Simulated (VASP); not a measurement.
# SnO2 (Immm) in VASP: a series of runs, part 2 of 2

VASP 6.6.1.

## Step 3: Single point, PBE

INCAR reads:

```
SYSTEM = SnO2
  PREC = Accurate
  ENCUT = 520
  EDIFF = 1E-7
  ISMEAR = 0
  SIGMA = 0.1
  LREAL = .FALSE.
  LASPH = .TRUE.
  NELM = 60
  ALGO = Normal
  ISIF = 2
  LWAVE = .FALSE.
  LCHARG = .FALSE.
  GGA = PE
  NBANDS = 20
```

KPOINTS reads:

```
Automatic mesh
0
G
  18 18 18
  0 0 0
```

POSCAR reads:

```
SnO2
1.0
   -1.8168034284      1.8199757306      2.5716519009
    1.8168034284     -1.8199757306      2.5716519009
    1.8168034284      1.8199757306     -2.5716519009
Sn O
1 2
Direct
    0.5000000000      0.5000000000      0.0000000000
    0.2499594463      0.7499594463      0.5000000000
    0.7500405537      0.2500405537      0.5000000000
```

Potentials or basis: VASP PAW PBE potentials, release 64 (Sn_d, O).

Run with:

```
> cat potpaw_PBE.64/Sn_d/POTCAR potpaw_PBE.64/O/POTCAR > POTCAR
> mpirun -np 1 vasp_std > vasp.out
```

OUTCAR:

```text
SYSTEM = SnO2
   PREC = Accurate
   ENCUT = 520
   EDIFF = 1E-7
   ISMEAR = 0
   LREAL = .FALSE.
   LASPH = .TRUE.
   NELM = 60
   ISIF = 2
   GGA = PE

 ion  position               nearest neighbor table
   1  0.500  0.500  0.000-   3 2.23   2 2.23   3 2.23   2 2.23   2 2.23   2 2.23   3 2.23   3 2.23

   2  0.250  0.750  0.500-   1 2.23   1 2.23   1 2.23   1 2.23
   3  0.750  0.250  0.500-   1 2.23   1 2.23   1 2.23   1 2.23

  LATTYP: Found a body centered orthorhombic cell.
 ALAT       =     3.6336068568
 B/A-ratio  =     1.0017460899
 C/A-ratio  =     1.4154816425

  Lattice vectors:

 A1 = (  -1.8168034284,   1.8199757306,   2.5716519009)
 A2 = (   1.8168034284,  -1.8199757306,   2.5716519009)
 A3 = (   1.8168034284,   1.8199757306,  -2.5716519009)

Analysis of symmetry for initial positions (statically):
=====================================================================
 Subroutine PRICEL returns:
 Original cell was already a primitive cell.

 Routine SETGRP: Setting up the symmetry group for a
 body centered orthorhombic supercell.

 Subroutine GETGRP returns: Found  8 space group operations
[... 164 lines left out ...]

  energy without entropy =      -17.91656551  energy(sigma->0) =      -17.91660651

 E-fermi :   7.5279     XC(G=0): -11.6786

 val. band max:        7.3894222207   @ k =   0.2778   0.2778   0.2222
 cond. band min:       7.6852159192   @ k =   0.0556   0.0000  -0.0000
 fundamental gap:      0.2957936984
 Fermi energy:         7.5279156894

 k-point     1 :       0.0000    0.0000    0.0000
  band No.  band energies     occupation
      1     -13.1757      2.00000
      2     -13.1756      2.00000
      3     -13.1754      2.00000
      4     -13.0500      2.00000
      5     -13.0500      2.00000
      6     -11.9324      2.00000
[... 541 lines left out ...]
     19      22.7378      0.00000
     20      23.7151      0.00000

 [... further k-points ...]

------------------------ aborting loop because EDIFF is reached ----------------------------------------

  FORCE on cell =-STRESS in cart. coord.  units (eV):
  Direction    XX          YY          ZZ          XY          YZ          ZX
  --------------------------------------------------------------------------------------
  -------------------------------------------------------------------------------------
  Total        0.1169585      0.1072479      0.1099711      0.0000000      0.0000000      0.0000000
  in kB        5.5093043      5.0518858      5.1801641      0.0000000      0.0000000      0.0000000
  external PRESSURE =       5.2471181 kB  Pullay stress =       0.0000000 kB

 VOLUME and BASIS-vectors are now :
 -----------------------------------------------------------------------------
  energy-cutoff  :      520.00
  volume of cell :       34.01
      direct lattice vectors                 reciprocal lattice vectors
    -1.816803428  1.819975731  2.571651901     0.000000000  0.274728938  0.194427558
     1.816803428 -1.819975731  2.571651901     0.275208640  0.000000000  0.194427558
     1.816803428  1.819975731 -2.571651901     0.275208640  0.274728938  0.000000000

 POSITION                                       TOTAL-FORCE (eV/Angst)
 -----------------------------------------------------------------------------------
      0.00000      0.00000      2.57165         0.000000     -0.000000      0.000000
      1.81680      0.00000      1.28562        -0.000000     -0.000000     -0.000737
      0.00000      1.81998      1.28603        -0.000000      0.000000      0.000737
 -----------------------------------------------------------------------------------
    total drift:                               -0.000000     -0.000000      0.000000

  FREE ENERGIE OF THE ION-ELECTRON SYSTEM (eV)
  ---------------------------------------------------
  free  energy   TOTEN  =       -17.9166475210 eV

  energy  without entropy=      -17.9165655084  energy(sigma->0) =      -17.91660651
```

It took 5.5 min on 1 thread of AMD EPYC 9R45 (Zen 5), shared host; peak memory 0.56 GiB.

What came out:

| Property | Result |
| --- | --- |
| Free energy | -17.9166 eV |
| Pressure | 0.5 GPa |
| Band gap on the k mesh | zero (bands 13 and 14 overlap by 0.16 eV) |

Caveat: semilocal functionals underestimate gaps, so a narrow gap can read as zero; spin-orbit coupling is left out, which moves the levels of the heavy elements.

## Step 4: Single point, LDA

INCAR reads:

```
PREC = Accurate
ENCUT = 520
EDIFF = 1E-6
ISMEAR = 0
SIGMA = 0.1
LREAL = F
LASPH = T
NELM = 80
ALGO = Normal
ISIF = 2
LWAVE = F
LCHARG = T
GGA = CA
LELF = T
LVHAR = T
NBANDS = 20
```

KPOINTS reads:

```
regular mesh
0
Gamma
  18 18 18
```

POSCAR is that of step 3.

Potentials or basis: VASP PAW LDA potentials, release 64 (Sn_d, O).

Run with:

```
> cat potpaw_LDA.64/Sn_d/POTCAR potpaw_LDA.64/O/POTCAR > POTCAR
> mpirun -np 1 vasp_std > vasp.out
```

Wall time 5.3 min (1 thread of AMD EPYC 9R45 (Zen 5), shared host); peak memory 0.54 GiB.

It converged, with:

```yaml
Free_energy: -20.4442 eV
Pressure: -11.1 GPa
Band_gap_on_the_k_mesh: zero (bands 13 and 14 overlap by 0.22 eV)
```

Levels at points of the mesh, in eV from the Fermi level:
| k point | band 10 | band 11 | band 12 | band 13 | band 14 | band 15 | band 16 | band 17 |
| --- | --- | --- | --- | --- | --- | --- | --- | --- |
| (0.00, 0.00, 0.00) | -2.94 | -1.47 | -1.47 | -1.46 | -0.35 | 6.57 | 6.59 | 6.61 |
| (0.50, 0.00, 0.00) | -3.42 | -3.41 | -2.17 | -2.17 | 4.26 | 7.48 | 9.68 | 9.70 |
| (0.00, 0.50, 0.00) | -3.42 | -3.42 | -2.17 | -2.17 | 4.27 | 7.49 | 9.68 | 9.70 |
| (0.50, 0.50, 0.00) | -5.47 | -0.31 | -0.31 | -0.22 | 2.74 | 6.61 | 9.33 | 11.43 |
| (0.50, 0.50, 0.50) | -5.47 | -0.32 | -0.31 | -0.22 | 2.74 | 6.61 | 9.32 | 11.42 |

Caveat: the cell stands under tension; semilocal functionals underestimate gaps, so a narrow gap can read as zero; spin-orbit coupling is left out, which moves the levels of the heavy elements.

## Step 5: Overview

| level | potentials or basis | cell | k mesh | gap on the mesh (eV) | pressure (GPa) |
| --- | --- | --- | --- | --- | --- |
| PBE | VASP PAW PBE potentials, release 64 (Sn_d, O) | a = 3.638 Å, angles 120.8, 90.0, 119.2°, 3 atoms, atomic positions A | 8 × 8 × 8 | none | 0.7 |
| PBE | VASP PAW PBE potentials, release 64 (Sn_d, O) | a = 3.637 Å, angles 120.1, 119.9, 90.0°, 3 atoms, atomic positions B | 18 × 18 × 18 | none | 0.5 |
| LDA | VASP PAW LDA potentials, release 64 (Sn_d, O) | a = 3.637 Å, angles 120.1, 119.9, 90.0°, 3 atoms, atomic positions B | 18 × 18 × 18 | none | -11.1 |

Alike in all rows: task single point; no spin polarisation; cutoff (eV) 520; smearing gaussian 0.1 eV.

Caveats: semilocal functionals underestimate gaps, so a narrow gap can read as zero; spin-orbit coupling is left out, which moves the levels of the heavy elements; the cell stands under tension (at least some runs).

Total energies depend on the potentials used, so only differences within one code and one set of settings carry meaning.
